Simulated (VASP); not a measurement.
Crystal: LiCl.

```xyz
4
Lattice="3.2080 0.0000 0.0000 -1.6040 2.7782 0.0000 0.0000 0.0000 8.5341" Properties=species:S:1:pos:R:3 pbc="T T T"
Li    0.0000    1.8522    2.1335
Li    1.6040    0.9261    6.4006
Cl    0.0000    1.8522    6.4006
Cl    1.6040    0.9261    2.1335
```

| Quantity | Value |
| --- | --- |
| Program | VASP 6.6.1 |
| Task | relaxation of cell and atoms |
| Functional | PBE |
| Potentials or basis | VASP PAW PBE potentials, release 64 (Li_sv, Cl) |
| Cutoff | 600 eV |
| k mesh | 6 × 6 × 2 |
| Occupations | gaussian, width 0.1 eV |
| Spin | no spin polarisation |

At the start: pressure 30.1 GPa; volume 19.02 Å³/atom.

Q: Where does the relaxation end?

A: Over 21 steps the energy falls by 987.1 meV/atom and the volume is 19.87 Å³/atom (+4.5 %); space group P6_3/mmc (No. 194, to 0.1 Å) before and after.

Step by step:
```
step  energy change (eV)  largest force (eV/Å)  pressure (GPa)  volume (Å³)
   1              0.0000                0.0000           30.14        76.06
   2             -3.6556                0.0000           -1.40       120.51
   3             -3.6808                0.0000            0.50       112.11
   4             -3.6890                0.0000           -0.24       114.98
   5             -3.6886                0.0000           -0.04       114.12
   6             -3.6905                0.0000           -0.03       113.60
   7             -3.6963                0.0000           -0.03       112.04
   8             -3.7088                0.0000           -0.02       108.91
   9             -3.7383                0.0000            0.03       102.64
  10             -3.8189                0.0000            0.36        90.06
  11             -3.6222                0.0000            8.43        64.74
  12             -3.8440                0.0000            0.57        86.68
  13             -3.8962                0.0000            2.27        75.73
  14             -3.8978                0.0000            2.27        75.58
  15             -3.9018                0.0000            2.31        75.13
  16             -3.9062                0.0000            2.44        74.22
  17             -3.9111                0.0000            2.28        74.51
  18             -3.9238                0.0000            1.80        75.39
  19             -3.9411                0.0000            0.92        77.17
  20             -3.9459                0.0000           -0.60        80.81
  21             -3.9485                0.0000           -0.08        79.46
```

Final structure:
```
Li Cl
1.0
     4.08326    0.00000    0.00000
    -2.04163    3.53620    0.00000
     0.00000    0.00000    5.50319
Li Cl
2 2
Direct
  0.33333 0.66667 0.25000
  0.66667 0.33333 0.75000
  0.33333 0.66667 0.75000
  0.66667 0.33333 0.25000
```

Caveat: the cutoff is under 1.25 times the usual one of these potentials, so pressure, stress and relaxed cells hold a basis-set (Pulay) error; a cell axis changed by over 15 % at a fixed basis, so the end point is rough.
